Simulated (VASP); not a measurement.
# C (Fd-3m) in VASP: a series of runs

Aim: see how the results for C move with the level of theory and the settings. Levels: HSE06, PBE0, LDA. Tasks: single point.

All numbers are computed with VASP 6.6.1; they aren't measurements. Logs are shortened: lines on timing, memory, paths and dates and some standing lists are left out, and cuts for length are marked.

## Step 1: The cell of the first run

The structure is cubic, space group Fd-3m (No. 227). Conventional cell: a = 3.567 Å, b = 3.567 Å, c = 3.567 Å, α = 90.00°, β = 90.00°, γ = 90.00°. C (site symmetry -43m) has 4 C at 1.54 Å within 2.1 Å.

## Step 2: Single point, HSE06

POSCAR

```
C
1.0
    0.0000000000      1.7833700000      1.7833700000
    1.7833700000      0.0000000000      1.7833700000
    1.7833700000      1.7833700000      0.0000000000
C
2
Direct
    0.7500000000      0.7500000000      0.7500000000
    0.5000000000      0.5000000000      0.5000000000
```

INCAR.step1

```
PREC     = Accurate       # precision mode
ENCUT    = 520            # plane-wave cutoff, eV
EDIFF    = 1E-5           # SCF threshold, eV
ISMEAR   = -1             # smearing method
SIGMA    = 0.05           # smearing width, eV
LREAL    = False          # projectors in reciprocal space
LASPH    = True           # aspherical terms in the spheres
NELM     = 100            # most SCF steps
ALGO     = Normal         # electronic algorithm
ISIF     = 2              # what is computed and relaxed
LWAVE    = True           # write WAVECAR
NBANDS   = 11             # bands
GGA      = PE             # functional
```

INCAR.step2

```
PREC     = Accurate       # precision mode
ENCUT    = 520            # plane-wave cutoff, eV
EDIFF    = 1E-6           # SCF threshold, eV
ISMEAR   = -1             # smearing method
SIGMA    = 0.05           # smearing width, eV
LREAL    = False          # projectors in reciprocal space
LASPH    = True           # aspherical terms in the spheres
NELM     = 100            # most SCF steps
ALGO     = Normal         # electronic algorithm
ISIF     = 2              # what is computed and relaxed
LWAVE    = False          # write WAVECAR
LCHARG   = True           # write CHGCAR
GGA      = PE             # functional
LHFCALC  = True           # exact exchange
HFSCREEN = 0.2079         # screening, 1/A
PRECFOCK = Normal       
LELF     = True           # ELF
LVHAR    = True         
NBANDS   = 11             # bands
ISTART   = 1
```

KPOINTS

```
Automatic mesh
0
Gamma
  8 8 8
```

Potentials or basis: VASP PAW PBE potentials, release 64 (C).

Run with:

```console
cat potpaw_PBE.64/C/POTCAR > POTCAR
cp INCAR.step1 INCAR
mpirun -np 1 vasp_std > vasp.out
cp INCAR.step2 INCAR
mpirun -np 1 vasp_std > vasp.out
```

OUTCAR:

```text
PREC = Accurate
   ENCUT = 520
   EDIFF = 1E-6
   ISMEAR = -1
   LREAL = False
   LASPH = True
   NELM = 100
   ISIF = 2
   GGA = PE
   LHFCALC = True
   HFSCREEN = 0.2079
   PRECFOCK = Normal
   ISTART = 1

 ion  position               nearest neighbor table
   1  0.750  0.750  0.750-   2 1.54   2 1.54   2 1.54   2 1.54
   2  0.500  0.500  0.500-   1 1.54   1 1.54   1 1.54   1 1.54

  LATTYP: Found a face centered cubic cell.
 ALAT       =     3.5667400000

  Lattice vectors:

 A1 = (   0.0000000000,   1.7833700000,   1.7833700000)
 A2 = (   1.7833700000,   0.0000000000,   1.7833700000)
 A3 = (   1.7833700000,   1.7833700000,   0.0000000000)

Analysis of symmetry for initial positions (statically):
=====================================================================
 Subroutine PRICEL returns:
 Original cell was already a primitive cell.

 Routine SETGRP: Setting up the symmetry group for a
 face centered cubic supercell.

 Subroutine GETGRP returns: Found 48 space group operations
 (whereof 24 operations were pure point group operations)
 out of a pool of 48 trial point group operations.

The static configuration has the point symmetry T_d .
 The point group associated with its full space group is O_h .

Analysis of symmetry for dynamics (positions and initial velocities):
=====================================================================
 Subroutine PRICEL returns:
 Original cell was already a primitive cell.

 Routine SETGRP: Setting up the symmetry group for a
 face centered cubic supercell.

 Subroutine GETGRP returns: Found 48 space group operations
 (whereof 24 operations were pure point group operations)
 out of a pool of 48 trial point group operations.

The dynamic configuration has the point symmetry T_d .
 The point group associated with its full space group is O_h .

 Subroutine INISYM returns: Found 48 space group operations
 (whereof 24 operations are pure point group operations),
 and found     1 'primitive' translations

----------------------------------------------------------------------------------------

                                     Primitive cell

  volume of cell :      11.3437

  direct lattice vectors                    reciprocal lattice vectors
     0.000000000  1.783370000  1.783370000    -0.280368067  0.280368067  0.280368067
     1.783370000  0.000000000  1.783370000     0.280368067 -0.280368067  0.280368067
     1.783370000  1.783370000  0.000000000     0.280368067  0.280368067 -0.280368067

  length of vectors
     2.522066041  2.522066041  2.522066041     0.485611737  0.485611737  0.485611737

  position of ions in fractional coordinates (direct lattice)
     0.750000000  0.750000000  0.750000000
     0.500000000  0.500000000  0.500000000

  ion indices of the primitive-cell ions
   primitive index   ion index
                 1           1
                 2           2

----------------------------------------------------------------------------------------

 KPOINTS: Automatic mesh

Automatic generation of k-mesh.
 Grid dimensions read from file:
 generate k-points for:    8    8    8

 Generating k-lattice:

  Cartesian coordinates                     Fractional coordinates (reciprocal lattice)
    -0.035046008  0.035046008  0.035046008     0.125000000  0.000000000  0.000000000
     0.035046008 -0.035046008  0.035046008     0.000000000  0.125000000  0.000000000
     0.035046008  0.035046008 -0.035046008     0.000000000  0.000000000  0.125000000

  Length of vectors
     0.060701467  0.060701467  0.060701467

  Shift w.r.t. Gamma in fractional coordinates (k-lattice)
     0.000000000  0.000000000  0.000000000

 Subroutine IBZKPT returns following result:
 ===========================================

 Found     29 irreducible k-points:

 Following reciprocal coordinates:
            Coordinates               Weight
  0.000000  0.000000  0.000000      1.000000
  0.125000  0.000000  0.000000      8.000000
  0.250000  0.000000  0.000000      8.000000
  0.375000  0.000000  0.000000      8.000000
  0.500000  0.000000  0.000000      4.000000
  0.125000  0.125000  0.000000      6.000000
[... 16 lines left out ...]
  0.500000  0.250000  0.125000     48.000000
 -0.375000  0.250000  0.125000     24.000000
 [... further k-points ...]
   k-points           NKPTS =     29   k-points in BZ     NKDIM =    512   number of bands    NBANDS=     11
   number of dos      NEDOS =    301   number of ions     NIONS =      2
   total plane-waves  NPLWV =   8000
   dimension x,y,z NGX =    20 NGY =   20 NGZ =   20
   dimension x,y,z NGXF=    40 NGYF=   40 NGZF=   40
   ions per type =               2
   NGX,Y,Z   is equivalent  to a cutoff of  13.18, 13.18, 13.18 a.u.
   NGXF,Y,Z  is equivalent  to a cutoff of  26.37, 26.37, 26.37 a.u.
 SYSTEM =  unknown system
   PREC   = accura    normal or accurate (medium, high low for compatibility)
   ISTART =      1    job   : 0-new  1-cont  2-samecut
   ICHARG =      0    charge: 1-file 2-atom 10-const
   ISPIN  =      1    spin polarized calculation?
   LNONCOLLINEAR =      F non collinear calculations
   LSORBIT =      F    spin-orbit coupling
   LASPH  =      T    aspherical Exc in radial PAW
   ENCUT  =  520.0 eV  38.22 Ry    6.18 a.u.   4.69  4.69  4.69*2*pi/ulx,y,z
   NELM   =    100;   NELMIN=  2; NELMDL=  0     # of ELM steps
   EDIFF  = 0.1E-05   stopping-criterion for ELM
   LREAL  =      F    real-space projection
   EDIFFG = 0.1E-04   stopping-criterion for IOM
   NSW    =      0    number of steps for IOM
   IBRION =     -1    ionic relax: 0-MD 1-quasi-New 2-CG
   NFREE  =      0    steps in history (QN), initial steepest desc. (CG)
   ISIF   =      2    stress and relaxation
   ISYM   =      3    0-nonsym 1-usesym 2-fastsym
   POTIM  = 0.5000    time-step for ionic-motion
   TEBEG  =    0.0;   TEEND  =   0.0 temperature during run
   PSTRESS=    0.0 pullay stress
   NELECT =       8.0000    total number of electrons
   NUPDOWN=      -1.0000    fix difference up-down
   EMIN   =  10.00;   EMAX   =-10.00  energy-range for DOS
   EFERMI =   0.00;   METHOD = LEGACY
   ISMEAR =    -1;   SIGMA  =   0.05  broadening in eV -4-tet -1-fermi 0-gaus
   EFERMI_NEDOS =   21; number of points for ismear=-14 and -15
   IALGO  =     38    algorithm
   IMIX   =      1    mixing-type and parameters
     AMIX     =   0.40;   BMIX     =  1.00
     AMIX_MAG =   1.60;   BMIX_MAG =  1.00
  volume/ion in A,a.u.               =       5.67        38.28
  Fermi-wavevector in a.u.,A,eV,Ry     =   1.457203  2.753714 28.891161  2.123440
  Thomas-Fermi vector in A             =   2.574032
   LORBIT       =      0    0 simple, 1 ext, 2 COOP (PROOUT), +10 PAW based schemes
   GGA     = PE    functional components
   LHFCALC =     T    Hartree Fock is set to
   PRECFOCK=normal    Normal, Fast or Accurate (Low or Medium for compatibility)
   ENCUT4O =  -1.0   cutoff for four orbital integrals eV
   NKREDX  =     1    reduce k-point grid by
   NKREDY  =     1    reduce k-point grid by
   NKREDZ  =     1    reduce k-point grid by
   AEXX    =    0.2500 exact exchange contribution
   HFSCREEN=    0.2079 screening length (either q_TF or 0.3 A-1)
   HFSCREENC=   0.2079 screening length for correlation (either q_TF or 0.3 A-1)
   ENCUTFOCK=  -1.0 apply spherical cutoff to Coloumb kernel
   IVDW    =     0    specifies the selected vdW correction
   LEPSILON=     F    determine dielectric tensor
   LRPA    =     F    only Hartree local field effects (RPA)
 non-spin polarized calculation
  energy-cutoff  :      520.00
  volume of cell :       11.34
 maximum number of plane-waves:       314
  NGX = 16; NGY = 16; NGZ = 16

 number of electron       7.9999999 magnetization

 Free energy of the ion-electron system (eV)
  ---------------------------------------------------
  ext. energy  EPLUGINS =         0.00000000
  ---------------------------------------------------
  free energy    TOTEN  =       -21.04856770 eV

  energy without entropy =      -21.04856770  energy(sigma->0) =      -21.04856770

 E-fermi :  10.1665     XC(G=0): -10.8234

 val. band max:        9.1129544716   @ k =   0.0000   0.0000   0.0000
 cond. band min:      14.3910478040   @ k =   0.3750   0.3750   0.0000
 fundamental gap:      5.2780933324
 Fermi energy:        10.1664696549

 k-point     1 :       0.0000    0.0000    0.0000
  band No.  band energies     occupation
      1     -14.4230      2.00000
      2       9.1130      2.00000
      3       9.1130      2.00000
      4       9.1130      2.00000
      5      16.0833      0.00000
      6      16.0833      0.00000
      7      16.0833      0.00000
      8      24.3735      0.00000
      9      29.9565      0.00000
     10      37.4102      0.00000
     11      37.4102      0.00000

 k-point     2 :       0.1250    0.0000    0.0000
  band No.  band energies     occupation
      1     -13.9553      2.00000
      2       6.5054      2.00000
      3       8.4193      2.00000
      4       8.4193      2.00000
      5      17.0039      0.00000
      6      17.0039      0.00000
      7      17.4065      0.00000
      8      24.7744      0.00000
      9      30.6977      0.00000
     10      34.2286      0.00000
     11      34.2286      0.00000

 k-point     3 :       0.2500    0.0000    0.0000
  band No.  band energies     occupation
      1     -12.5662      2.00000
      2       1.8991      2.00000
      3       7.2221      2.00000
      4       7.2221      2.00000
      5      18.4542      0.00000
      6      18.4542      0.00000
      7      18.7318      0.00000
      8      25.7669      0.00000
      9      31.5779      0.00000
     10      33.1453      0.00000
     11      33.1453      0.00000
[... 267 lines left out ...]
 k-point    23 :       0.5000    0.2500    0.1250
  band No.  band energies     occupation
      1      -9.1518      2.00000
      2      -1.7004      2.00000
      3       2.2513      2.00000
      4       4.6671      2.00000
      5      18.5493      0.00000
      6      20.3249      0.00000
      7      23.3788      0.00000
      8      24.3512      0.00000
      9      31.2380      0.00000
     10      33.5174      0.00000
     11      37.3090      0.00000

 k-point    24 :      -0.3750    0.2500    0.1250
  band No.  band energies     occupation
      1      -7.0996      2.00000
      2      -4.4174      2.00000
      3       2.1959      2.00000
      4       4.0129      2.00000
      5      18.8385      0.00000
      6      20.1593      0.00000
      7      24.1769      0.00000
      8      26.0730      0.00000
      9      29.1191      0.00000
     10      35.3807      0.00000
     11      37.4415      0.00000

 [... further k-points ...]

------------------------ aborting loop because EDIFF is reached ----------------------------------------

  FORCE on cell =-STRESS in cart. coord.  units (eV):
  Direction    XX          YY          ZZ          XY          YZ          ZX
  --------------------------------------------------------------------------------------
  -------------------------------------------------------------------------------------
  Total       -0.5185802     -0.5185802     -0.5185802      0.0000000      0.0000000      0.0000000
  in kB      -73.2440134    -73.2440134    -73.2440134      0.0000000      0.0000000      0.0000000
  external PRESSURE =     -73.2440134 kB  Pullay stress =       0.0000000 kB

 VOLUME and BASIS-vectors are now :
 -----------------------------------------------------------------------------
  energy-cutoff  :      520.00
  volume of cell :       11.34
      direct lattice vectors                 reciprocal lattice vectors
     0.000000000  1.783370000  1.783370000    -0.280368067  0.280368067  0.280368067
     1.783370000  0.000000000  1.783370000     0.280368067 -0.280368067  0.280368067
     1.783370000  1.783370000  0.000000000     0.280368067  0.280368067 -0.280368067

 POSITION                                       TOTAL-FORCE (eV/Angst)
 -----------------------------------------------------------------------------------
      2.67505      2.67505      2.67505         0.000000      0.000000      0.000000
      1.78337      1.78337      1.78337        -0.000000     -0.000000     -0.000000
 -----------------------------------------------------------------------------------
    total drift:                               -0.000000      0.000000     -0.000000

  FREE ENERGIE OF THE ION-ELECTRON SYSTEM (eV)
  ---------------------------------------------------
  free  energy   TOTEN  =       -21.0485677041 eV

  energy  without entropy=      -21.0485677040  energy(sigma->0) =      -21.04856770
```

It took 9.8 min on 1 thread of Intel Xeon Platinum 8259CL at 2.50GHz (Skylake/Cascade Lake), shared host; peak memory 0.22 GiB.

What came out:

| Item | Value |
| --- | --- |
| Free energy | -21.0486 eV |
| Pressure | -7.3 GPa |
| Band gap on the k mesh | 5.28 eV (least direct gap 6.97 eV) |

Caveat: the cell stands under tension; the PAW data sets were made with another functional, which shifts forces and pressure a little.

## Step 3: Single point, PBE0

POSCAR is that of step 2.

INCAR.step1

```
SYSTEM = C
PREC = Accurate
ENCUT = 520
EDIFF = 1E-5
ISMEAR = -1
SIGMA = 0.05
LREAL = .False.
LASPH = .True.
NELM = 100
ALGO = Normal
ISIF = 2
LWAVE = .True.
LCHARG = .False.
NBANDS = 11
GGA = PE
```

INCAR.step2

```
SYSTEM = C
PREC = Accurate
ENCUT = 520
EDIFF = 1E-6
ISMEAR = -1
SIGMA = 0.05
LREAL = .False.
LASPH = .True.
NELM = 100
ALGO = Normal
ISIF = 2
LWAVE = .False.
LCHARG = .False.
GGA = PE
LHFCALC = .True.
AEXX = 0.25
PRECFOCK = Normal
NBANDS = 11
ISTART = 1
```

KPOINTS

```
Automatic mesh
0
Gamma
  8 8 8
  0 0 0
```

Potentials or basis: VASP PAW PBE potentials, release 64 (C).

Run with:

```console
cat potpaw_PBE.64/C/POTCAR > POTCAR
cp INCAR.step1 INCAR
mpirun -np 1 vasp_std > vasp.out
cp INCAR.step2 INCAR
mpirun -np 1 vasp_std > vasp.out
```

Run time: 9.8 min. Hardware: 1 thread of Intel Xeon Platinum 8259CL at 2.50GHz (Skylake/Cascade Lake), shared host; peak memory 0.13 GiB.

The run converged. Its results:

```
Free energy            : -22.1289 eV
Pressure               : -7.5 GPa
Band gap on the k mesh : 6.04 eV (least direct gap 7.71 eV)
```

Levels at points of the mesh, in eV from the valence-band top:
```csv
k point,band 2,band 3,band 4,band 5,band 6,band 7
"(0.00, 0.00, 0.00)",0.00,0.00,0.00,7.71,7.71,7.71
"(0.50, 0.00, 0.00)",-14.67,-3.09,-3.09,10.79,10.79,11.11
"(0.50, 0.50, 0.00)",-14.12,-6.90,-6.90,6.68,6.68,20.00
```

Caveat: the cell stands under tension; the PAW data sets were made with another functional, which shifts forces and pressure a little.

## Step 4: Single point, LDA

INCAR

```
PREC = Accurate
ENCUT = 1300
EDIFF = 1E-6
ISMEAR = 0
SIGMA = 0.05
LREAL = F
LASPH = T
NELM = 120
ALGO = Normal
ISIF = 2
LWAVE = F
LCHARG = T
LELF = T
LVHAR = T
NBANDS = 11
GGA_COMPAT = F
```

KPOINTS

```
regular mesh
0
Gamma
  13 13 13
```

POSCAR is that of step 3.

Potentials or basis: VASP PAW LDA potentials, release 64 (C_h).

Run with:

```console
cat potpaw_LDA.64/C_h/POTCAR > POTCAR
mpirun -np 1 vasp_std > vasp.out
```

Wall time 17 s (1 thread of AMD EPYC 9R45 (Zen 5), shared host); peak memory 0.12 GiB.

Results (log left out):

| Property | Result |
| --- | --- |
| Free energy | -20.2560 eV |
| Pressure | -12.3 GPa |
| Band gap on the k mesh | 4.11 eV (least direct gap 5.54 eV) |

Levels at points of the mesh, in eV from the valence-band top:
```csv
k point,band 1,band 2,band 3,band 4,band 5,band 6,band 7,band 8
"(0.00, 0.00, 0.00)",-21.32,0.00,0.00,0.00,5.54,5.54,5.54,13.55
```

Caveat: the cell stands under tension; an odd mesh through Γ misses points on the zone boundary, where band edges can lie. As with any semilocal functional, this LDA gap is likely too small.

## Step 5: The runs side by side

```csv
level,potentials or basis,k mesh,cutoff (eV),smearing,grid for exact exchange (PRECFOCK),share of exact exchange,screening parameter,gap on the mesh (eV),pressure (GPa)
HSE06,"VASP PAW PBE potentials, release 64 (C)",8 × 8 × 8,520,fermi-dirac 0.05 eV,Normal,0.25,0.2079 1/Å,5.28,-7.3
PBE0,"VASP PAW PBE potentials, release 64 (C)",8 × 8 × 8,520,fermi-dirac 0.05 eV,Normal,0.25,-,6.04,-7.5
LDA,"VASP PAW LDA potentials, release 64 (C_h)",13 × 13 × 13,1300,gaussian 0.05 eV,-,-,-,4.11,-12.3
```

Alike in all rows: task single point; no spin polarisation; cell as given.

Caveats: the cell stands under tension; the PAW data sets were made with another functional, which shifts forces and pressure a little (at least some runs); an odd mesh through Γ misses points on the zone boundary, where band edges can lie (at least some runs).

Absolute energies hang on the potentials; compare differences alone.
